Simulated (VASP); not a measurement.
# MgCd3Se4 (P-43m) in VASP: notebook, part 2 of 2

VASP 6.6.1. The steps go on from the part before.

## 3. Single point, PBE

This run uses another cell than the first one, of 29.09 Å³/atom.

Contents of INCAR:

```
SYSTEM = MgCd3Se4
ALGO = Normal
EDIFF = 1E-7
ENCUT = 520
GGA = PE
ISIF = 2
ISMEAR = 0
LASPH = .TRUE.
LCHARG = .FALSE.
LREAL = .FALSE.
LWAVE = .FALSE.
NBANDS = 41
NELM = 100
PREC = Accurate
SIGMA = 0.1
```

Contents of KPOINTS:

```
k-points
0
G
  4 4 4
  0 0 0
```

Contents of POSCAR:

```
MgCd3Se4
1.0
    6.1509908770      0.0000000000      0.0000000000
    0.0000000000      6.1509908770      0.0000000000
    0.0000000000      0.0000000000      6.1509908770
Mg Cd Se
1 3 4
Direct
    0.5000000000      0.5000000000      0.5000000000
    0.0000000000      0.0000000000      0.5000000000
    0.0000000000      0.5000000000      0.0000000000
    0.5000000000      0.0000000000      0.0000000000
    0.7448777430      0.7448777430      0.7448777430
    0.7448777430      0.2551222570      0.2551222570
    0.2551222570      0.7448777430      0.2551222570
    0.2551222570      0.2551222570      0.7448777430
```

Potentials or basis: VASP PAW PBE potentials, release 64 (Mg, Cd, Se).

Run with:

```bash
$ cat potpaw_PBE.64/Mg/POTCAR potpaw_PBE.64/Cd/POTCAR potpaw_PBE.64/Se/POTCAR > POTCAR
$ mpirun -np 1 vasp_std > vasp.out
```

OUTCAR:

```text
SYSTEM = MgCd3Se4
   EDIFF = 1E-7
   ENCUT = 520
   GGA = PE
   ISIF = 2
   ISMEAR = 0
   LASPH = .TRUE.
   LREAL = .FALSE.
   NELM = 100
   PREC = Accurate

 ion  position               nearest neighbor table
   1  0.500  0.500  0.500-   5 2.61   6 2.61   7 2.61   8 2.61
   2  0.000  0.000  0.500-   5 2.68   6 2.68   7 2.68   8 2.68
   3  0.000  0.500  0.000-   5 2.68   6 2.68   7 2.68   8 2.68
   4  0.500  0.000  0.000-   5 2.68   6 2.68   7 2.68   8 2.68
   5  0.745  0.745  0.745-   1 2.61   2 2.68   3 2.68   4 2.68
   6  0.745  0.255  0.255-   1 2.61   2 2.68   3 2.68   4 2.68
   7  0.255  0.745  0.255-   1 2.61   2 2.68   3 2.68   4 2.68
   8  0.255  0.255  0.745-   1 2.61   2 2.68   3 2.68   4 2.68

  LATTYP: Found a simple cubic cell.
 ALAT       =     6.1509908770

  Lattice vectors:

 A1 = (   6.1509908770,   0.0000000000,   0.0000000000)
 A2 = (   0.0000000000,   6.1509908770,   0.0000000000)
 A3 = (   0.0000000000,   0.0000000000,   6.1509908770)

Analysis of symmetry for initial positions (statically):
=====================================================================
 Subroutine PRICEL returns:
 Original cell was already a primitive cell.

 Routine SETGRP: Setting up the symmetry group for a
 simple cubic supercell.

 Subroutine GETGRP returns: Found 24 space group operations
 (whereof 24 operations were pure point group operations)
 out of a pool of 48 trial point group operations.

The static configuration has the point symmetry T_d .

Analysis of symmetry for dynamics (positions and initial velocities):
=====================================================================
 Subroutine PRICEL returns:
 Original cell was already a primitive cell.

 Routine SETGRP: Setting up the symmetry group for a
 simple cubic supercell.

 Subroutine GETGRP returns: Found 24 space group operations
 (whereof 24 operations were pure point group operations)
 out of a pool of 48 trial point group operations.

The dynamic configuration has the point symmetry T_d .

 Subroutine INISYM returns: Found 24 space group operations
 (whereof 24 operations are pure point group operations),
 and found     1 'primitive' translations

----------------------------------------------------------------------------------------

                                     Primitive cell

  volume of cell :     232.7208

  direct lattice vectors                    reciprocal lattice vectors
     6.150990877  0.000000000  0.000000000     0.162575432  0.000000000  0.000000000
     0.000000000  6.150990877  0.000000000     0.000000000  0.162575432  0.000000000
     0.000000000  0.000000000  6.150990877     0.000000000  0.000000000  0.162575432

  length of vectors
     6.150990877  6.150990877  6.150990877     0.162575432  0.162575432  0.162575432

  position of ions in fractional coordinates (direct lattice)
     0.500000000  0.500000000  0.500000000
     0.000000000  0.000000000  0.500000000
     0.000000000  0.500000000  0.000000000
     0.500000000  0.000000000  0.000000000
     0.744877743  0.744877743  0.744877743
     0.744877743  0.255122257  0.255122257
[... 45 lines left out ...]
  0.250000  0.250000  0.000000     12.000000
  0.500000  0.250000  0.000000     12.000000
  0.500000  0.500000  0.000000      3.000000
  0.250000  0.250000  0.250000      8.000000
  0.500000  0.250000  0.250000     12.000000
  0.500000  0.500000  0.250000      6.000000
  0.500000  0.500000  0.500000      1.000000
   k-points           NKPTS =     10   k-points in BZ     NKDIM =     10   number of bands    NBANDS=     41
   number of dos      NEDOS =    301   number of ions     NIONS =      8
   total plane-waves  NPLWV = 110592
   dimension x,y,z NGX =    48 NGY =   48 NGZ =   48
   dimension x,y,z NGXF=    96 NGYF=   96 NGZF=   96
   ions per type =               1   3   4
   NGX,Y,Z   is equivalent  to a cutoff of  12.97, 12.97, 12.97 a.u.
   NGXF,Y,Z  is equivalent  to a cutoff of  25.95, 25.95, 25.95 a.u.
 SYSTEM =  MgCd3Se4
   PREC   = accura    normal or accurate (medium, high low for compatibility)
   ISTART =      0    job   : 0-new  1-cont  2-samecut
   ICHARG =      2    charge: 1-file 2-atom 10-const
   ISPIN  =      1    spin polarized calculation?
   LNONCOLLINEAR =      F non collinear calculations
   LSORBIT =      F    spin-orbit coupling
   LASPH  =      T    aspherical Exc in radial PAW
   ENCUT  =  520.0 eV  38.22 Ry    6.18 a.u.  11.44 11.44 11.44*2*pi/ulx,y,z
   NELM   =    100;   NELMIN=  2; NELMDL= -5     # of ELM steps
   EDIFF  = 0.1E-06   stopping-criterion for ELM
   LREAL  =      F    real-space projection
   EDIFFG = 0.1E-05   stopping-criterion for IOM
   NSW    =      0    number of steps for IOM
   IBRION =     -1    ionic relax: 0-MD 1-quasi-New 2-CG
   NFREE  =      0    steps in history (QN), initial steepest desc. (CG)
   ISIF   =      2    stress and relaxation
   ISYM   =      2    0-nonsym 1-usesym 2-fastsym
   POTIM  = 0.5000    time-step for ionic-motion
   TEBEG  =    0.0;   TEEND  =   0.0 temperature during run
   PSTRESS=    0.0 pullay stress
   NELECT =      62.0000    total number of electrons
   NUPDOWN=      -1.0000    fix difference up-down
   EMIN   =  10.00;   EMAX   =-10.00  energy-range for DOS
   EFERMI =   0.00;   METHOD = LEGACY
   ISMEAR =     0;   SIGMA  =   0.10  broadening in eV -4-tet -1-fermi 0-gaus
   EFERMI_NEDOS =   21; number of points for ismear=-14 and -15
   IALGO  =     38    algorithm
   IMIX   =      4    mixing-type and parameters
     AMIX     =   0.40;   BMIX     =  1.00
     AMIX_MAG =   1.60;   BMIX_MAG =  1.00
  volume/ion in A,a.u.               =      29.09       196.31
  Fermi-wavevector in a.u.,A,eV,Ry     =   1.053401  1.990639 15.097749  1.109653
  Thomas-Fermi vector in A             =   2.188521
   LORBIT       =      0    0 simple, 1 ext, 2 COOP (PROOUT), +10 PAW based schemes
   GGA     = PE    functional components
   LHFCALC =     F    Hartree Fock is set to
   AEXX    =    0.0000 exact exchange contribution
   IVDW    =     0    specifies the selected vdW correction
   LEPSILON=     F    determine dielectric tensor
   LRPA    =     F    only Hartree local field effects (RPA)
 non-spin polarized calculation
 Gauss-broadening in eV      SIGMA  =   0.10
  energy-cutoff  :      520.00
  volume of cell :      232.72
 maximum number of plane-waves:      6302
 NGX is ok and might be reduce to    48
   NGX = 23   NGY = 23   NGZ = 23

 number of electron      61.9999960 magnetization

 Free energy of the ion-electron system (eV)
  ---------------------------------------------------
  ext. energy  EPLUGINS =         0.00000000
  ---------------------------------------------------
  free energy    TOTEN  =       -23.99523286 eV

  energy without entropy =      -23.99523286  energy(sigma->0) =      -23.99523286

 E-fermi :   0.9387     XC(G=0):  -8.5025

 val. band max:        0.4975954252   @ k =   0.0000   0.0000   0.0000
 cond. band min:       1.4725462083   @ k =   0.0000   0.0000   0.0000
 fundamental gap:      0.9749507831
 Fermi energy:         0.9387044823

 k-point     1 :       0.0000    0.0000    0.0000
  band No.  band energies     occupation
      1     -11.5952      2.00000
      2     -11.1100      2.00000
      3     -11.1100      2.00000
      4     -11.1100      2.00000
      5      -7.0460      2.00000
      6      -7.0460      2.00000
[... 429 lines left out ...]
     40       7.1375      0.00000
     41       7.1684      0.00000

------------------------ aborting loop because EDIFF is reached ----------------------------------------

  FORCE on cell =-STRESS in cart. coord.  units (eV):
  Direction    XX          YY          ZZ          XY          YZ          ZX
  --------------------------------------------------------------------------------------
  -------------------------------------------------------------------------------------
  Total        0.0618822      0.0618822      0.0618822      0.0000000      0.0000000      0.0000000
  in kB        0.4260309      0.4260309      0.4260309      0.0000000      0.0000000      0.0000000
  external PRESSURE =       0.4260309 kB  Pullay stress =       0.0000000 kB

 VOLUME and BASIS-vectors are now :
 -----------------------------------------------------------------------------
  energy-cutoff  :      520.00
  volume of cell :      232.72
      direct lattice vectors                 reciprocal lattice vectors
     6.150990877  0.000000000  0.000000000     0.162575432  0.000000000  0.000000000
     0.000000000  6.150990877  0.000000000     0.000000000  0.162575432  0.000000000
     0.000000000  0.000000000  6.150990877     0.000000000  0.000000000  0.162575432

 POSITION                                       TOTAL-FORCE (eV/Angst)
 -----------------------------------------------------------------------------------
      3.07550      3.07550      3.07550        -0.000000      0.000000      0.000000
      0.00000      0.00000      3.07550        -0.000000     -0.000000      0.000000
      0.00000      3.07550      0.00000        -0.000000      0.000000      0.000000
      3.07550      0.00000      0.00000        -0.000000     -0.000000      0.000000
      4.58174      4.58174      4.58174        -0.026487     -0.026487     -0.026487
      4.58174      1.56925      1.56925        -0.026487      0.026487      0.026487
      1.56925      4.58174      1.56925         0.026487     -0.026487      0.026487
      1.56925      1.56925      4.58174         0.026487      0.026487     -0.026487
 -----------------------------------------------------------------------------------
    total drift:                               -0.000000     -0.000000     -0.000000

  FREE ENERGIE OF THE ION-ELECTRON SYSTEM (eV)
  ---------------------------------------------------
  free  energy   TOTEN  =       -23.9952328643 eV

  energy  without entropy=      -23.9952328643  energy(sigma->0) =      -23.99523286
```

Run time: 79 s. Hardware: 1 thread of Intel Xeon Platinum 8488C (Sapphire Rapids), shared host; peak memory 0.36 GiB.

What came out:

| Quantity | Value |
| --- | --- |
| Free energy | -23.9952 eV |
| Pressure | 0.0 GPa |
| Largest force | 0.046 eV/Å |
| Band gap on the k mesh | 0.97 eV |

Forces in eV/Å, atoms in the order of the input:
```
Mg   0.000  0.000  0.000
Cd   0.000  0.000  0.000
Cd   0.000  0.000  0.000
Cd   0.000  0.000  0.000
Se  -0.026 -0.026 -0.026
Se  -0.026  0.026  0.026
Se   0.026 -0.026  0.026
Se   0.026  0.026 -0.026
```
